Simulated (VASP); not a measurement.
Write the native input for VASP 6.6.1 that does the following.

- Task: single point
- Functional: PBEsol
- Potentials or basis: VASP PAW PBE potentials, release 64 (Sb)
- Cutoff: 520 eV
- k mesh: 10 × 10 × 10
- Occupations: fermi-dirac, width 0.1 eV
- Spin: no spin polarisation
- Dipole correction: no
- Further INCAR settings: ALGO = Normal; EDIFF = 1e-07; NBANDS = 8

The structure of Sb lies in POSCAR:

```
Sb
1.0
    3.3309271838      0.0000000000      0.0000000000
    1.6654635919      2.8846675593      0.0000000000
    1.6654635919      0.9615558531      2.7196906569
Sb
1
Direct
    0.0000000000      0.0000000000      0.0000000000
```

One way to write it, as run:

INCAR

```
  ALGO = Normal
  EDIFF = 1E-7
  ENCUT = 520
  GGA = PS
  ISIF = 2
  ISMEAR = -1
  LASPH = T
  LCHARG = F
  LREAL = F
  LWAVE = F
  NBANDS = 8
  NELM = 60
  PREC = Accurate
  SIGMA = 0.1
```

KPOINTS

```
k-points
0
Gamma
  10 10 10
```

Potentials or basis: VASP PAW PBE potentials, release 64 (Sb).

Command:

```sh
$ cat potpaw_PBE.64/Sb/POTCAR > POTCAR
$ mpirun -np 1 vasp_std > vasp.out
```

It gave:

The pressure is 0.0 GPa.

Caveat: the PAW data sets were made with another functional, which shifts forces and pressure a little.

Wall time 10 s on 1 thread of Intel(R) Xeon(R) 6975P-C (Granite Rapids), on a shared host, peak memory 0.15 GiB.
